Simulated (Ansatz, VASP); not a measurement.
## AlCo: VASP beside Ansatz

```
Al Co
1.0
     2.82342    0.00000    0.00000
     0.00000    2.82342    0.00000
     0.00000    0.00000    2.82342
Al Co
1 1
Direct
  0.00000 0.00000 0.00000
  0.50000 0.50000 0.50000
```

Alike in both runs: functional PBEsol; k mesh 16 × 16 × 16; occupations fermi-dirac, width 0.1 eV; no spin polarisation.

Ansatz relaxed the structure, and its values are those at the end. VASP's run is a single point on that final structure, the one shown.

|  | VASP | Ansatz |
| --- | --- | --- |
| version | VASP 6.6.1 | Ansatz 0.2.0 |
| potentials or method | VASP PAW PBE potentials, release 64 (Al, Co) | PAW with Ansatz's default frozen-core files, scalar-relativistic |
| plane-wave cutoff (eV) | 520 | 420 |
| valence electrons in the cell | 12 | 20 |

```tsv
	VASP	Ansatz	Ansatz less VASP
pressure (GPa)	0.1	0.0	-0.11
```

VASP's potentials were made for PBE, not for PBEsol. With one functional, cell and mesh, what is left measures potentials, basis and numerics. VASP's potentials hold 12 valence electrons a cell and Ansatz's 20, so a difference there can come from the potentials and not from the codes.
